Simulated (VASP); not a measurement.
# Te (Pm-3m) in VASP: further runs

Te is run at these levels: PBEsol; tasks: single point.

All numbers are computed with VASP 6.6.1; they aren't measurements. Logs are shortened: lines on timing, memory, paths and dates and some standing lists are left out, and cuts for length are marked.

## (1) The cell of the first run

It takes space group Pm-3m (No. 221, cubic). Conventional cell: a = 2.900 Å, b = 2.900 Å, c = 2.900 Å, α = 90.00°, β = 90.00°, γ = 90.00°. Te (site symmetry m-3m) has 6 Te at 2.90 Å within 3.8 Å.

## (2) Single point, PBEsol (volume scaled by 0.78)

Input file INCAR:

```
PREC = Accurate ; ENCUT = 520
EDIFF = 1E-6 ; ISMEAR = -1
SIGMA = 0.08 ; LREAL = False
LASPH = True ; NELM = 100
ALGO = Normal ; ISIF = 2
LWAVE = False ; LCHARG = True
GGA = PS ; LELF = True
LVHAR = True ; NBANDS = 9
```

Input file KPOINTS:

```
Automatic mesh
0
Gamma
  13 13 13
```

Input file POSCAR:

```
Te
1.0
    2.8997080864      0.0000000000      0.0000000000
    0.0000000000      2.8997080864      0.0000000000
    0.0000000000      0.0000000000      2.8997080864
Te
1
Direct
    0.0000000000      0.0000000000      0.0000000000
```

Potentials or basis: VASP PAW PBE potentials, release 64 (Te).

On the command line:

```console
> cat potpaw_PBE.64/Te/POTCAR > POTCAR
> mpirun -np 1 vasp_std > vasp.out
```

OUTCAR:

```text
PREC = Accurate
   ENCUT = 520
   EDIFF = 1E-6
   ISMEAR = -1
   LREAL = False
   LASPH = True
   NELM = 100
   ISIF = 2
   GGA = PS

 ion  position               nearest neighbor table
   1  0.000  0.000  0.000-

  LATTYP: Found a simple cubic cell.
 ALAT       =     2.8997080864

  Lattice vectors:

 A1 = (   2.8997080864,   0.0000000000,   0.0000000000)
 A2 = (   0.0000000000,   2.8997080864,   0.0000000000)
 A3 = (   0.0000000000,   0.0000000000,   2.8997080864)

Analysis of symmetry for initial positions (statically):
=====================================================================
 Subroutine PRICEL returns:
 Original cell was already a primitive cell.

 Routine SETGRP: Setting up the symmetry group for a
 simple cubic supercell.

 Subroutine GETGRP returns: Found 48 space group operations
 (whereof 48 operations were pure point group operations)
 out of a pool of 48 trial point group operations.

The static configuration has the point symmetry O_h .

Analysis of symmetry for dynamics (positions and initial velocities):
=====================================================================
 Subroutine PRICEL returns:
 Original cell was already a primitive cell.

 Routine SETGRP: Setting up the symmetry group for a
 simple cubic supercell.

 Subroutine GETGRP returns: Found 48 space group operations
 (whereof 48 operations were pure point group operations)
 out of a pool of 48 trial point group operations.

The dynamic configuration has the point symmetry O_h .

 Subroutine INISYM returns: Found 48 space group operations
 (whereof 48 operations are pure point group operations),
 and found     1 'primitive' translations

----------------------------------------------------------------------------------------

                                     Primitive cell

  volume of cell :      24.3816

  direct lattice vectors                    reciprocal lattice vectors
     2.899708086  0.000000000  0.000000000     0.344862300  0.000000000  0.000000000
     0.000000000  2.899708086  0.000000000     0.000000000  0.344862300  0.000000000
     0.000000000  0.000000000  2.899708086     0.000000000  0.000000000  0.344862300

  length of vectors
     2.899708086  2.899708086  2.899708086     0.344862300  0.344862300  0.344862300

  position of ions in fractional coordinates (direct lattice)
     0.000000000  0.000000000  0.000000000

  ion indices of the primitive-cell ions
   primitive index   ion index
                 1           1

----------------------------------------------------------------------------------------

 KPOINTS: Automatic mesh

Automatic generation of k-mesh.
 Grid dimensions read from file:
 generate k-points for:   13   13   13

 Generating k-lattice:

  Cartesian coordinates                     Fractional coordinates (reciprocal lattice)
     0.026527869  0.000000000  0.000000000     0.076923077  0.000000000  0.000000000
     0.000000000  0.026527869  0.000000000     0.000000000  0.076923077  0.000000000
     0.000000000  0.000000000  0.026527869     0.000000000  0.000000000  0.076923077

  Length of vectors
     0.026527869  0.026527869  0.026527869

  Shift w.r.t. Gamma in fractional coordinates (k-lattice)
     0.000000000  0.000000000  0.000000000

 Subroutine IBZKPT returns following result:
 ===========================================

 Found     84 irreducible k-points:

 Following reciprocal coordinates:
            Coordinates               Weight
  0.000000  0.000000  0.000000      1.000000
  0.076923  0.000000  0.000000      6.000000
  0.153846  0.000000  0.000000      6.000000
  0.230769  0.000000  0.000000      6.000000
  0.307692  0.000000  0.000000      6.000000
  0.384615  0.000000  0.000000      6.000000
[... 16 lines left out ...]
  0.307692  0.307692  0.000000     12.000000
  0.384615  0.307692  0.000000     24.000000
 [... further k-points ...]
   k-points           NKPTS =     84   k-points in BZ     NKDIM =     84   number of bands    NBANDS=      9
   number of dos      NEDOS =    301   number of ions     NIONS =      1
   total plane-waves  NPLWV =  13824
   dimension x,y,z NGX =    24 NGY =   24 NGZ =   24
   dimension x,y,z NGXF=    48 NGYF=   48 NGZF=   48
   ions per type =               1
   NGX,Y,Z   is equivalent  to a cutoff of  13.76, 13.76, 13.76 a.u.
   NGXF,Y,Z  is equivalent  to a cutoff of  27.52, 27.52, 27.52 a.u.
 SYSTEM =  unknown system
   PREC   = accura    normal or accurate (medium, high low for compatibility)
   ISTART =      0    job   : 0-new  1-cont  2-samecut
   ICHARG =      2    charge: 1-file 2-atom 10-const
   ISPIN  =      1    spin polarized calculation?
   LNONCOLLINEAR =      F non collinear calculations
   LSORBIT =      F    spin-orbit coupling
   LASPH  =      T    aspherical Exc in radial PAW
   ENCUT  =  520.0 eV  38.22 Ry    6.18 a.u.   5.39  5.39  5.39*2*pi/ulx,y,z
   NELM   =    100;   NELMIN=  2; NELMDL= -5     # of ELM steps
   EDIFF  = 0.1E-05   stopping-criterion for ELM
   LREAL  =      F    real-space projection
   EDIFFG = 0.1E-04   stopping-criterion for IOM
   NSW    =      0    number of steps for IOM
   IBRION =     -1    ionic relax: 0-MD 1-quasi-New 2-CG
   NFREE  =      0    steps in history (QN), initial steepest desc. (CG)
   ISIF   =      2    stress and relaxation
   ISYM   =      2    0-nonsym 1-usesym 2-fastsym
   POTIM  = 0.5000    time-step for ionic-motion
   TEBEG  =    0.0;   TEEND  =   0.0 temperature during run
   PSTRESS=    0.0 pullay stress
   NELECT =       6.0000    total number of electrons
   NUPDOWN=      -1.0000    fix difference up-down
   EMIN   =  10.00;   EMAX   =-10.00  energy-range for DOS
   EFERMI =   0.00;   METHOD = LEGACY
   ISMEAR =    -1;   SIGMA  =   0.08  broadening in eV -4-tet -1-fermi 0-gaus
   EFERMI_NEDOS =   21; number of points for ismear=-14 and -15
   IALGO  =     38    algorithm
   IMIX   =      4    mixing-type and parameters
     AMIX     =   0.40;   BMIX     =  1.00
     AMIX_MAG =   1.60;   BMIX_MAG =  1.00
  volume/ion in A,a.u.               =      24.38       164.54
  Fermi-wavevector in a.u.,A,eV,Ry     =   1.025898  1.938667 14.319687  1.052467
  Thomas-Fermi vector in A             =   2.159763
   LORBIT       =      0    0 simple, 1 ext, 2 COOP (PROOUT), +10 PAW based schemes
   GGA     = PS    functional components
   LHFCALC =     F    Hartree Fock is set to
   AEXX    =    0.0000 exact exchange contribution
   IVDW    =     0    specifies the selected vdW correction
   LEPSILON=     F    determine dielectric tensor
   LRPA    =     F    only Hartree local field effects (RPA)
 non-spin polarized calculation
  energy-cutoff  :      520.00
  volume of cell :       24.38
 maximum number of plane-waves:       691
 NGX is ok and might be reduce to    24
   NGX = 11   NGY = 11   NGZ = 11

 number of electron       6.0000001 magnetization

 Free energy of the ion-electron system (eV)
  ---------------------------------------------------
  ext. energy  EPLUGINS =         0.00000000
  ---------------------------------------------------
  free energy    TOTEN  =        -3.06578074 eV

  energy without entropy =       -3.05523533  energy(sigma->0) =       -3.06050804

 E-fermi :  10.8723     XC(G=0): -10.7214

 val. band max:       10.8649705758   @ k =   0.3846   0.3846   0.2308
 cond. band min:      10.8812835467   @ k =   0.3846   0.1538   0.0000
 fundamental gap:      0.0163129709
 Fermi energy:        10.8723057726

 k-point     1 :       0.0000    0.0000    0.0000
  band No.  band energies     occupation
      1      -5.6306      2.00000
      2      12.1906      0.00000
      3      12.1906      0.00000
      4      12.1906      0.00000
      5      16.3859      0.00000
      6      16.3859      0.00000
      7      18.3387      0.00000
      8      29.8764      0.00000
      9      29.8991      0.00000

 k-point     2 :       0.0769    0.0000    0.0000
  band No.  band energies     occupation
      1      -5.5319      2.00000
      2      10.9895      0.37538
      3      12.2878      0.00000
      4      12.2878      0.00000
      5      16.4636      0.00000
      6      17.1735      0.00000
      7      18.9749      0.00000
      8      28.5525      0.00000
      9      28.5539      0.00000

 k-point     3 :       0.1538    0.0000    0.0000
  band No.  band energies     occupation
      1      -5.2388      2.00000
      2       8.8733      2.00000
      3      12.5706      0.00000
      4      12.5706      0.00000
      5      16.6954      0.00000
      6      17.8165      0.00000
      7      21.1032      0.00000
      8      26.8314      0.00000
      9      26.8347      0.00000

 k-point     4 :       0.2308    0.0000    0.0000
  band No.  band energies     occupation
      1      -4.7636      2.00000
      2       6.7437      2.00000
      3      13.0111      0.00000
      4      13.0111      0.00000
      5      17.0763      0.00000
      6      18.3124      0.00000
      7      23.7216      0.00000
      8      25.1759      0.00000
      9      25.1822      0.00000
[... 205 lines left out ...]
 k-point    22 :       0.4615    0.2308    0.0000
  band No.  band energies     occupation
      1      -2.0296      2.00000
      2       3.0486      2.00000
      3       9.1806      2.00000
      4      15.0040      0.00000
      5      15.2907      0.00000
      6      20.6034      0.00000
      7      22.0994      0.00000
      8      22.5507      0.00000
      9      26.8610      0.00000

 k-point    23 :       0.3077    0.3077    0.0000
  band No.  band energies     occupation
      1      -2.6312      2.00000
      2       5.9092      2.00000
      3       6.5067      2.00000
      4      14.9403      0.00000
      5      15.4387      0.00000
      6      19.6991      0.00000
      7      24.7376      0.00000
      8      24.7445      0.00000
      9      25.0094      0.00000

 k-point    24 :       0.3846    0.3077    0.0000
  band No.  band energies     occupation
      1      -1.9257      2.00000
      2       4.5728      2.00000
      3       6.8273      2.00000
      4      14.1111      0.00000
      5      15.4859      0.00000
      6      20.4107      0.00000
      7      23.7158      0.00000
      8      23.7394      0.00000
      9      25.4528      0.00000

 [... further k-points ...]
[... 5 lines left out ...]
  --------------------------------------------------------------------------------------
  -------------------------------------------------------------------------------------
  Total        3.9793130      3.9793130      3.9793130     -0.0000000     -0.0000000      0.0000000
  in kB      261.4904596    261.4904596    261.4904596     -0.0000000     -0.0000000      0.0000000
  external PRESSURE =     261.4904596 kB  Pullay stress =       0.0000000 kB

 VOLUME and BASIS-vectors are now :
 -----------------------------------------------------------------------------
  energy-cutoff  :      520.00
  volume of cell :       24.38
      direct lattice vectors                 reciprocal lattice vectors
     2.899708086  0.000000000  0.000000000     0.344862300  0.000000000  0.000000000
     0.000000000  2.899708086  0.000000000     0.000000000  0.344862300  0.000000000
     0.000000000  0.000000000  2.899708086     0.000000000  0.000000000  0.344862300

 POSITION                                       TOTAL-FORCE (eV/Angst)
 -----------------------------------------------------------------------------------
      0.00000      0.00000      0.00000         0.000000      0.000000      0.000000
 -----------------------------------------------------------------------------------
    total drift:                               -0.000000      0.000000      0.000000

  FREE ENERGIE OF THE ION-ELECTRON SYSTEM (eV)
  ---------------------------------------------------
  free  energy   TOTEN  =        -3.0657807432 eV

  energy  without entropy=       -3.0552353330  energy(sigma->0) =       -3.06050804
```

It took 4.6 s on 1 thread of Intel Xeon 6975P-C (Granite Rapids), shared host; peak memory 0.15 GiB.

What came out:

- Free energy: -3.0658 eV
- Pressure: 26.1 GPa
- Band gap on the k mesh: zero (band 3 reaches 14.44 eV, above the bottom of band 4 at 6.85 eV)

Levels at points of the mesh, in eV from the Fermi level:
```
           k point  band 1  band 2  band 3  band 4  band 5  band 6
(0.00, 0.00, 0.00)  -16.50    1.32    1.32    1.32    5.51    5.51
```

Caveat: the PAW data sets were made with another functional, which shifts forces and pressure a little; spin-orbit coupling is left out, which moves the levels of the heavy elements.

## (3) Single point, PBEsol (volume scaled by 0.78)

Input file INCAR:

```
SYSTEM = Te
PREC     = Accurate       ! precision mode
ENCUT    = 520            ! plane-wave cutoff, eV
EDIFF    = 1E-7           ! SCF threshold, eV
ISMEAR   = -1             ! smearing method
SIGMA    = 0.08           ! smearing width, eV
LREAL    = .False.        ! projectors in reciprocal space
LASPH    = .True.         ! aspherical terms in the spheres
NELM     = 60             ! most SCF steps
ALGO     = Normal         ! electronic algorithm
ISIF     = 2              ! what is computed and relaxed
LWAVE    = .False.        ! write WAVECAR
LCHARG   = .True.         ! write CHGCAR
GGA      = PS             ! functional
LELF     = .True.         ! ELF
LVHAR    = .True.       
NBANDS   = 9              ! bands
```

Input file KPOINTS:

```
regular mesh
0
Gamma
  13 13 13
  0 0 0
```

POSCAR is that of step 2.

Potentials or basis: VASP PAW PBE potentials, release 64 (Te).

On the command line:

```console
> cat potpaw_PBE.64/Te/POTCAR > POTCAR
> mpirun -np 1 vasp_std > vasp.out
```

OUTCAR:

```text
SYSTEM = Te
   PREC = Accurate
   ENCUT = 520
   EDIFF = 1E-7
   ISMEAR = -1
   LREAL = .False.
   LASPH = .True.
   NELM = 60
   ISIF = 2
   GGA = PS

 ion  position               nearest neighbor table
   1  0.000  0.000  0.000-

  LATTYP: Found a simple cubic cell.
 ALAT       =     2.8997080864

  Lattice vectors:

 A1 = (   2.8997080864,   0.0000000000,   0.0000000000)
 A2 = (   0.0000000000,   2.8997080864,   0.0000000000)
 A3 = (   0.0000000000,   0.0000000000,   2.8997080864)

Analysis of symmetry for initial positions (statically):
=====================================================================
 Subroutine PRICEL returns:
 Original cell was already a primitive cell.

 Routine SETGRP: Setting up the symmetry group for a
 simple cubic supercell.

 Subroutine GETGRP returns: Found 48 space group operations
 (whereof 48 operations were pure point group operations)
 out of a pool of 48 trial point group operations.

The static configuration has the point symmetry O_h .

Analysis of symmetry for dynamics (positions and initial velocities):
=====================================================================
[... 155 lines left out ...]

 E-fermi :  10.8724     XC(G=0): -10.7212

 val. band max:       10.8651001286   @ k =   0.3846   0.3846   0.2308
 cond. band min:      10.8814053617   @ k =   0.3846   0.1538   0.0000
 fundamental gap:      0.0163052331
 Fermi energy:        10.8724295773

 k-point     1 :       0.0000    0.0000    0.0000
  band No.  band energies     occupation
      1      -5.6304      2.00000
      2      12.1907      0.00000
      3      12.1907      0.00000
      4      12.1907      0.00000
      5      16.3860      0.00000
      6      16.3860      0.00000
      7      18.3393      0.00000
      8      29.8764      0.00000
      9      29.8806      0.00000
[... 265 lines left out ...]
 k-point    24 :       0.3846    0.3077    0.0000
  band No.  band energies     occupation
      1      -1.9255      2.00000
      2       4.5730      2.00000
      3       6.8275      2.00000
      4      14.1114      0.00000
      5      15.4860      0.00000
      6      20.4109      0.00000
      7      23.7158      0.00000
      8      23.7396      0.00000
      9      25.4527      0.00000

 [... further k-points ...]
[... 5 lines left out ...]
  --------------------------------------------------------------------------------------
  -------------------------------------------------------------------------------------
  Total        3.9794907      3.9794907      3.9794907     -0.0000000     -0.0000000     -0.0000000
  in kB      261.5021317    261.5021317    261.5021317     -0.0000000     -0.0000000     -0.0000000
  external PRESSURE =     261.5021317 kB  Pullay stress =       0.0000000 kB

 VOLUME and BASIS-vectors are now :
 -----------------------------------------------------------------------------
  energy-cutoff  :      520.00
  volume of cell :       24.38
      direct lattice vectors                 reciprocal lattice vectors
     2.899708086  0.000000000  0.000000000     0.344862300  0.000000000  0.000000000
     0.000000000  2.899708086  0.000000000     0.000000000  0.344862300  0.000000000
     0.000000000  0.000000000  2.899708086     0.000000000  0.000000000  0.344862300

 POSITION                                       TOTAL-FORCE (eV/Angst)
 -----------------------------------------------------------------------------------
      0.00000      0.00000      0.00000         0.000000      0.000000      0.000000
 -----------------------------------------------------------------------------------
    total drift:                               -0.000000      0.000000      0.000000

  FREE ENERGIE OF THE ION-ELECTRON SYSTEM (eV)
  ---------------------------------------------------
  free  energy   TOTEN  =        -3.0657808321 eV

  energy  without entropy=       -3.0552356622  energy(sigma->0) =       -3.06050825
```

OSZICAR:

```text
N       E                     dE             d eps       ncg     rms          rms(c)
DAV:   1     0.108574299415E+02    0.10857E+02   -0.24806E+03  1512   0.521E+02
DAV:   2    -0.277141947408E+01   -0.13629E+02   -0.12978E+02  2036   0.719E+01
DAV:   3    -0.307546258597E+01   -0.30404E+00   -0.30350E+00  1896   0.106E+01
DAV:   4    -0.307713131082E+01   -0.16687E-02   -0.16686E-02  2143   0.917E-01
DAV:   5    -0.307714090533E+01   -0.95945E-05   -0.95950E-05  1969   0.535E-02    0.140E+01
DAV:   6    -0.306927954931E+01    0.78614E-02   -0.36087E-03  1738   0.275E-01    0.844E+00
DAV:   7    -0.306580172130E+01    0.34778E-02   -0.65580E-03  1706   0.381E-01    0.142E-01
DAV:   8    -0.306577871580E+01    0.23006E-04   -0.20936E-04  1668   0.896E-02    0.553E-02
DAV:   9    -0.306578074934E+01   -0.20335E-05   -0.17152E-05  1995   0.218E-02    0.309E-02
DAV:  10    -0.306578074321E+01    0.61284E-08   -0.19829E-06  1676   0.697E-03    0.105E-02
DAV:  11    -0.306578085140E+01   -0.10819E-06   -0.17030E-07  1797   0.266E-03    0.192E-03
DAV:  12    -0.306578083205E+01    0.19351E-07   -0.14965E-09   947   0.267E-04
   1 F= -.30657808E+01 E0= -.30605082E+01  d E =-.105452E-01
```

Wall time 6.3 s (1 thread of Intel Xeon 6975P-C (Granite Rapids), shared host); peak memory 0.14 GiB.

What came out:

- Free energy: -3.0658 eV
- Pressure: 26.2 GPa
- Band gap on the k mesh: zero (band 3 reaches 14.44 eV, above the bottom of band 4 at 6.85 eV)

Caveat: the PAW data sets were made with another functional, which shifts forces and pressure a little; spin-orbit coupling is left out, which moves the levels of the heavy elements.
